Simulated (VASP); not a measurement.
Input of a VASP 6.6.1 run:

The input INCAR:

```
SYSTEM = Si
ALGO = Normal
EDIFF = 1E-7
EDIFFG = -5E-4
ENCUT = 450
GGA = PE
GGA_COMPAT = .FALSE.
IBRION = 2
ISIF = 2
ISMEAR = 0
LASPH = .TRUE.
LCHARG = .FALSE.
LREAL = .FALSE.
LWAVE = .FALSE.
NELM = 120
NELMIN = 4
NSW = 80
PREC = Accurate
SIGMA = 0.01
```

File KPOINTS:

```
k-points
0
G
  12 12 12
  0 0 0
```

The input POSCAR:

```
Si
1.0
    0.1643168383      2.8505816382      2.8505816382
    2.8505816382      0.1643168383      2.8505816382
    2.8505816382      2.8505816382      0.1643168383
Si
2
Direct
    0.0000000000      0.0000000000      0.0000000000
    0.2500000000      0.2500000000      0.2500000000
```

Potentials or basis: VASP PAW PBE potentials, release 64 (Si).

Launch:

```sh
$ cat potpaw_PBE.64/Si/POTCAR > POTCAR
$ mpirun -np 1 vasp_std > vasp.out
```

(1) What does it give for the energy gained by relaxing?

(2) What does it give for the band gap on the k mesh?

## Answers

(1) 7.5 meV/atom.

(2) 0.19 eV, indirect (least direct gap 1.01 eV).
